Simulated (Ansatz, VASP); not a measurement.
This is a calculation of Sb for VASP 6.6.1.

Contents of POSCAR:

```
Sb
1.0
    3.1809277622      0.0000000000      0.0000000000
    0.0000000000      3.1809277622      0.0000000000
    0.0000000000      0.0000000000      3.1809277622
Sb
1
Direct
    0.0000000000      0.0000000000      0.0000000000
```

INCAR.step1

```
ALGO = Normal ; EDIFF = 1E-5
ENCUT = 520 ; GGA = PE
ISIF = 2 ; ISMEAR = -1
LASPH = True ; LREAL = False
LWAVE = True ; NBANDS = 8
NELM = 100 ; PREC = Accurate
SIGMA = 0.05
```

File INCAR.step2:

```
AEXX = 0.25 ; ALGO = Normal
EDIFF = 1E-6 ; ENCUT = 520
ISIF = 2 ; ISMEAR = -1
ISTART = 1 ; LASPH = True
LCHARG = True ; LELF = True
LHFCALC = True ; LMIXTAU = True
LREAL = False ; LVHAR = True
LWAVE = False ; METAGGA = R2SCAN
NBANDS = 8 ; NELM = 100
PREC = Accurate ; PRECFOCK = Normal
SIGMA = 0.05
```

KPOINTS

```
k-points
0
Gamma
  4 4 4
```

Potentials or basis: VASP PAW PBE potentials, release 64 (Sb).

Launch:

```sh
$ cat potpaw_PBE.64/Sb/POTCAR > POTCAR
$ cp INCAR.step1 INCAR
$ mpirun -np 1 vasp_std > vasp.out
$ cp INCAR.step2 INCAR
$ mpirun -np 1 vasp_std > vasp.out
```

**Question.** Set up the same calculation for Ansatz 0.2.0. Potentials there: Ansatz PAW.

**Answer.** As run (the cutoff follows the program's own potentials):

File input.yaml:

```yaml
crystal:
  lattice:
    - [3.1809277622, 0.0, 0.0]
    - [0.0, 3.1809277622, 0.0]
    - [0.0, 0.0, 3.1809277622]
  atoms:
    - { symbol: Sb, position: [0.0, 0.0, 0.0] }
hamiltonian:
  xc: r2scan0
  pseudopotentials: { kind: paw }
kpoints:
  mp_grid: { grid: [4, 4, 4] }
scf:
  occupations: { method: fermi_dirac, width: 0.05 }
output:
  forces: true
  stress: true
  eigenvalues: true
```

Potentials or basis: Ansatz PAW.

Command:

```console
$ ansatz run input.yaml --threads 2 --pin off --max-ram 5632MiB --backend cpu --events-out ev --progress --plain --runs-dir out
```

Both were run:

|  | VASP | Ansatz | Ansatz less VASP |
| --- | --- | --- | --- |
| gap on the k mesh at the Fermi level (eV) | none | none | - |
| pressure (GPa) | -7.8 | -6.9 | +0.95 |

VASP's potentials were made for PBE, not for r2SCAN0. A gap of «none» marks a metal or a gap that the smearing closes. With one functional, cell and mesh, what is left measures potentials, basis and numerics. VASP's potentials hold 5 valence electrons a cell and Ansatz's 15, so a difference there can come from the potentials and not from the codes.

The k mesh is coarse, so the values compare programs but aren't converged. Spin-orbit coupling is off throughout.
